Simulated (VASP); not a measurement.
# SnO2 (F-43m) in VASP: a series of runs

Runs on SnO2. Level: PBE. Tasks: relaxation of cell and atoms, single point.

Program: VASP 6.6.1. These are calculated values, not measurements. Logs are shortened: lines on timing, memory, paths and dates and some standing lists are left out, and cuts for length are marked.

### Step 1. The cell of the first run

Symmetry: F-43m, No. 216, cubic system. The conventional cell has a = 7.868 Å, b = 7.868 Å, c = 7.868 Å, α = 90.00°, β = 90.00°, γ = 90.00°. Within 4.2 Å of Sn (site symmetry -43m) lie 12 O at 3.23 Å and 6 Sn at 3.93 Å. Sn (site symmetry -43m) has 4 O at 1.94 Å within 2.6 Å. O (site symmetry 3m) has 1 Sn at 1.94 Å and 3 O at 2.39 Å within 2.6 Å.

### Step 2. Relaxation of cell and atoms, PBE

Contents of INCAR:

```
SYSTEM = SnO2
ALGO = Normal ; EDIFF = 1E-7
EDIFFG = -0.01 ; ENCUT = 600
GGA = PE ; IBRION = 2
ISIF = 3 ; ISMEAR = 0
LASPH = .True. ; LCHARG = .False.
LREAL = .False. ; LWAVE = .False.
NELM = 80 ; NSW = 100
PREC = Accurate ; SIGMA = 0.1
```

Contents of KPOINTS:

```
k-points
0
Gamma
  8 8 8
  0 0 0
```

Contents of POSCAR:

```
SnO2
1.0
    0.0000000000      3.9338670575      3.9338670575
    3.9338670575      0.0000000000      3.9338670575
    3.9338670575      3.9338670575      0.0000000000
Sn O
2 4
Direct
    0.2500000000      0.2500000000      0.2500000000
    0.7500000000      0.7500000000      0.7500000000
    0.6073431733      0.1779704802      0.6073431733
    0.6073431733      0.6073431733      0.6073431733
    0.1779704802      0.6073431733      0.6073431733
    0.6073431733      0.6073431733      0.1779704802
```

Potentials or basis: VASP PAW PBE potentials, release 64 (Sn_d, O).

The run is started by

```bash
$ cat potpaw_PBE.64/Sn_d/POTCAR potpaw_PBE.64/O/POTCAR > POTCAR
$ mpirun -np 1 vasp_std > vasp.out
```

OUTCAR:

```text
SYSTEM = SnO2
   EDIFF = 1E-7
   EDIFFG = -0.01
   ENCUT = 600
   GGA = PE
   IBRION = 2
   ISIF = 3
   ISMEAR = 0
   LASPH = .True.
   LREAL = .False.
   NELM = 80
   NSW = 100
   PREC = Accurate

 ion  position               nearest neighbor table
   1  0.250  0.250  0.250-
   2  0.750  0.750  0.750-   4 1.94   3 1.94   5 1.94   6 1.94
   3  0.607  0.178  0.607-   2 1.94
   4  0.607  0.607  0.607-   2 1.94
   5  0.178  0.607  0.607-   2 1.94
   6  0.607  0.607  0.178-   2 1.94

  LATTYP: Found a face centered cubic cell.
 ALAT       =     7.8677341150

  Lattice vectors:

 A1 = (   0.0000000000,   3.9338670575,   3.9338670575)
 A2 = (   3.9338670575,   0.0000000000,   3.9338670575)
 A3 = (   3.9338670575,   3.9338670575,   0.0000000000)

Analysis of symmetry for initial positions (statically):
=====================================================================
 Subroutine PRICEL returns:
 Original cell was already a primitive cell.

 Routine SETGRP: Setting up the symmetry group for a
 face centered cubic supercell.

 Subroutine GETGRP returns: Found 24 space group operations
 (whereof 24 operations were pure point group operations)
 out of a pool of 48 trial point group operations.

The static configuration has the point symmetry T_d .

Analysis of symmetry for dynamics (positions and initial velocities):
=====================================================================
 Subroutine PRICEL returns:
 Original cell was already a primitive cell.

 Routine SETGRP: Setting up the symmetry group for a
 face centered cubic supercell.

 Subroutine GETGRP returns: Found 24 space group operations
 (whereof 24 operations were pure point group operations)
 out of a pool of 48 trial point group operations.

The dynamic configuration has the point symmetry T_d .

 Subroutine INISYM returns: Found 24 space group operations
 (whereof 24 operations are pure point group operations),
 and found     1 'primitive' translations

----------------------------------------------------------------------------------------

                                     Primitive cell

  volume of cell :     121.7556

  direct lattice vectors                    reciprocal lattice vectors
     0.000000000  3.933867058  3.933867058    -0.127101397  0.127101397  0.127101397
[... 94 lines left out ...]
   EDIFF  = 0.1E-06   stopping-criterion for ELM
   LREAL  =      F    real-space projection
   EDIFFG = -.1E-01   stopping-criterion for IOM
   NSW    =    100    number of steps for IOM
   IBRION =      2    ionic relax: 0-MD 1-quasi-New 2-CG
   NFREE  =      1    steps in history (QN), initial steepest desc. (CG)
   ISIF   =      3    stress and relaxation
   ISYM   =      2    0-nonsym 1-usesym 2-fastsym
   POTIM  = 0.5000    time-step for ionic-motion
   TEBEG  =    0.0;   TEEND  =   0.0 temperature during run
   PSTRESS=    0.0 pullay stress
   NELECT =      52.0000    total number of electrons
   NUPDOWN=      -1.0000    fix difference up-down
   EMIN   =  10.00;   EMAX   =-10.00  energy-range for DOS
   EFERMI =   0.00;   METHOD = LEGACY
   ISMEAR =     0;   SIGMA  =   0.10  broadening in eV -4-tet -1-fermi 0-gaus
   EFERMI_NEDOS =   21; number of points for ismear=-14 and -15
   IALGO  =     38    algorithm
   IMIX   =      4    mixing-type and parameters
     AMIX     =   0.40;   BMIX     =  1.00
     AMIX_MAG =   1.60;   BMIX_MAG =  1.00
  volume/ion in A,a.u.               =      20.29       136.94
  Fermi-wavevector in a.u.,A,eV,Ry     =   1.232858  2.329763 20.680012  1.519938
  Thomas-Fermi vector in A             =   2.367611
   LORBIT       =      0    0 simple, 1 ext, 2 COOP (PROOUT), +10 PAW based schemes
   GGA     = PE    functional components
   LHFCALC =     F    Hartree Fock is set to
   AEXX    =    0.0000 exact exchange contribution
   IVDW    =     0    specifies the selected vdW correction
   LEPSILON=     F    determine dielectric tensor
   LRPA    =     F    only Hartree local field effects (RPA)
 conjugate gradient relaxation of ions
 non-spin polarized calculation
 Gauss-broadening in eV      SIGMA  =   0.10
  energy-cutoff  :      600.00
  volume of cell :      121.76
 maximum number of plane-waves:      4092
 NGX is ok and might be reduce to    48
   NGX = 23   NGY = 23   NGZ = 23

--------------------------------------- Ionic step        1  -------------------------------------------

 number of electron      52.0000001 magnetization

 Free energy of the ion-electron system (eV)
  ---------------------------------------------------
  ext. energy  EPLUGINS =         0.00000000
  ---------------------------------------------------
  free energy    TOTEN  =       -26.87550993 eV

  energy without entropy =      -26.80001978  energy(sigma->0) =      -26.83776486

------------------------ aborting loop because EDIFF is reached ----------------------------------------

  FORCE on cell =-STRESS in cart. coord.  units (eV):
  Direction    XX          YY          ZZ          XY          YZ          ZX
  --------------------------------------------------------------------------------------
  -------------------------------------------------------------------------------------
  Total        0.1634682      0.1634682      0.1634682     -0.0000000     -0.0000000      0.0000000
  in kB        2.1510711      2.1510711      2.1510711     -0.0000000     -0.0000000      0.0000000
  external PRESSURE =       2.1510711 kB  Pullay stress =       0.0000000 kB
[... 67 lines left out ...]
--------------------------------------- Ionic step        3  -------------------------------------------

 number of electron      52.0000001 magnetization

 Free energy of the ion-electron system (eV)
  ---------------------------------------------------
  ext. energy  EPLUGINS =         0.00000000
  ---------------------------------------------------
  free energy    TOTEN  =       -26.87590177 eV

  energy without entropy =      -26.80005720  energy(sigma->0) =      -26.83797948

 E-fermi :   1.7404     XC(G=0):  -8.5420

 val. band max:        1.7403052538   @ k =   0.0000   0.0000   0.0000
 cond. band min:       1.7414518401   @ k =   0.1250   0.0000   0.0000
 fundamental gap:      0.0011465862
 Fermi energy:         1.7404094090

 k-point     1 :       0.0000    0.0000    0.0000
  band No.  band energies     occupation
      1     -20.1857      2.00000
      2     -20.1857      2.00000
      3     -20.1840      2.00000
      4     -20.1840      2.00000
      5     -20.1840      2.00000
      6     -18.4881      2.00000
[... 805 lines left out ...]
     30       4.7311      0.00000
     31       6.9650      0.00000

 [... further k-points ...]
[... 5 lines left out ...]
  --------------------------------------------------------------------------------------
  -------------------------------------------------------------------------------------
  Total       -0.0044214     -0.0044214     -0.0044214     -0.0000000      0.0000000     -0.0000000
  in kB       -0.0580664     -0.0580664     -0.0580664     -0.0000000      0.0000000     -0.0000000
  external PRESSURE =      -0.0580664 kB  Pullay stress =       0.0000000 kB
[... 21 lines left out ...]
  FREE ENERGIE OF THE ION-ELECTRON SYSTEM (eV)
  ---------------------------------------------------
  free  energy   TOTEN  =       -26.8759017667 eV

  energy  without entropy=      -26.8000571963  energy(sigma->0) =      -26.83797948

 reached required accuracy - stopping structural energy minimisation
```

CONTCAR:

```text
SnO2
   1.00000000000000
     0.0000000000000000    3.9364558733864108    3.9364558733864108
     3.9364558733864108   -0.0000000000000000    3.9364558733864108
     3.9364558733864108    3.9364558733864108    0.0000000000000000
  Sn              O
     2     4
Direct
     0.2500000000000000    0.2500000000000000    0.2500000000000000
     0.7500000000000000    0.7500000000000000    0.7500000000000000
     0.6072186545391566    0.1783440364825392    0.6072186545391566
     0.6072186545391566    0.6072186545391566    0.6072186545391566
     0.1783440364825392    0.6072186545391566    0.6072186545391566
     0.6072186545391566    0.6072186545391566    0.1783440364825392

  0.00000000E+00  0.00000000E+00  0.00000000E+00
  0.00000000E+00  0.00000000E+00  0.00000000E+00
  0.00000000E+00  0.00000000E+00  0.00000000E+00
  0.00000000E+00  0.00000000E+00  0.00000000E+00
  0.00000000E+00  0.00000000E+00  0.00000000E+00
  0.00000000E+00  0.00000000E+00  0.00000000E+00
```

Wall time 7 min (1 thread of Intel Xeon 6975P-C, shared host); peak memory 0.41 GiB.

Results:

```
Free energy                            : -26.8759 eV
Relaxed volume                         : 20.33 Å³/atom
Relaxed cell                           : a = 5.567 Å, b = 5.567 Å, c = 5.567 Å, α = 60.00°, β = 60.00°, γ = 60.00°
Space group after relaxing (to 0.05 Å) : F-43m (No. 216)
Energy gained by relaxing              : 0.1 meV/atom
Ionic steps                            : 3
Pressure after relaxing                : 0.0 GPa
Band gap on the k mesh                 : zero (band 26 reaches 1.85 eV, above the bottom of band 27 at 1.68 eV)
```

Forces in eV/Å, atoms in the order of the input:
```
Sn   0.000  0.000  0.000
Sn   0.000  0.000  0.000
O    0.002 -0.002  0.002
O   -0.002 -0.002 -0.002
O   -0.002  0.002  0.002
O    0.002  0.002 -0.002
```

Step by step:
```
step  energy change (eV)  largest force (eV/Å)  pressure (GPa)  volume (Å³)
   1              0.0000                0.0702            0.22       121.76
   2              0.0000                0.0631           -0.22       122.24
   3             -0.0004                0.0030           -0.01       122.00
```

Final structure:
```
Sn O
1.0
     0.00000    3.93646    3.93646
     3.93646    0.00000    3.93646
     3.93646    3.93646    0.00000
Sn O
2 4
Direct
  0.25000 0.25000 0.25000
  0.75000 0.75000 0.75000
  0.60722 0.17834 0.60722
  0.60722 0.60722 0.60722
  0.17834 0.60722 0.60722
  0.60722 0.60722 0.17834
```

Levels at points of the mesh, in eV from the Fermi level:
```
           k point  band 23  band 24  band 25  band 26  band 27  band 28  band 29  band 30
(0.00, 0.00, 0.00)     0.00     0.00     0.00     0.00     0.00     2.56     2.56     2.56
(0.50, 0.00, 0.00)    -1.15    -1.15     0.01     0.11     0.11     1.71     3.01     3.01
(0.50, 0.50, 0.00)    -1.27    -0.97    -0.47     0.09     0.09     2.19     2.89     2.89
```

Caveat: spin-orbit coupling is left out, which moves the levels of the heavy elements.

[end of part 1 of 3]
